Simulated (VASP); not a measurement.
A run of VASP 6.6.1 is set up as follows.

Contents of INCAR:

```
PREC = Accurate
ENCUT = 520
EDIFF = 1E-6
ISMEAR = -1
SIGMA = 0.05
LREAL = F
LASPH = T
NELM = 150
ALGO = Normal
ISIF = 2
LWAVE = F
LCHARG = F
ISPIN = 2
MAGMOM = 4 0
LORBIT = 11
LMAXMIX = 4
GGA = RE
IVDW = 12
NBANDS = 20
```

File KPOINTS:

```
regular mesh
0
Gamma
  9 9 9
```

File POSCAR:

```
MnS
1.0
    0.0000000000      2.5103383915      2.5103383915
    2.5103383915      0.0000000000      2.5103383915
    2.5103383915      2.5103383915      0.0000000000
Mn S
1 1
Direct
    0.0000000000      0.0000000000      0.0000000000
    0.5000000000      0.5000000000      0.5000000000
```

Potentials or basis: VASP PAW PBE potentials, release 64 (Mn_pv, S).

Run with:

```console
$ cat potpaw_PBE.64/Mn_pv/POTCAR potpaw_PBE.64/S/POTCAR > POTCAR
$ mpirun -np 1 vasp_std > vasp.out
```

(1) Estimate the site moments.

(2) What does it give for the dispersion energy per atom?

Results:

(1) Mn +4.04; S +0.08 μB.

(2) -0.889 eV.

Caveat: a cell with one magnetic atom can't hold antiferromagnetic order, which such compounds often take.
